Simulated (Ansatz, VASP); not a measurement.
ZnS in VASP and in Ansatz

```
Zn S
1.0
     0.00000    2.73065    2.73065
     2.73065    0.00000    2.73065
     2.73065    2.73065    0.00000
Zn S
1 1
Direct
  0.25000 0.25000 0.25000
  0.00000 0.00000 0.00000
```

Alike in both runs: task relaxation of the atoms; functional r2SCAN; k mesh 10 × 10 × 10; occupations fermi-dirac, width 0.02 eV; no spin polarisation.

|  | VASP | Ansatz |
| --- | --- | --- |
| version | VASP 6.6.1 | Ansatz 0.2.0 |
| potentials or method | VASP PAW PBE potentials, release 64 (Zn, S), cutoff 520 eV | PAW plane waves |
| valence electrons in the cell | 18 | 18 |

Ansatz gave:

* gap on the k mesh at the Fermi level, each at its own relaxed structure (eV): 2.52

Question: Which values does VASP return?

Answer: gap on the k mesh at the Fermi level, each at its own relaxed structure (eV): 2.53.

VASP's potentials were made for PBE, not for r2SCAN. Ansatz's warnings: stress scf threshold loose.

Noted on VASP's run: the relaxation stopped at its first step, so nothing moved.
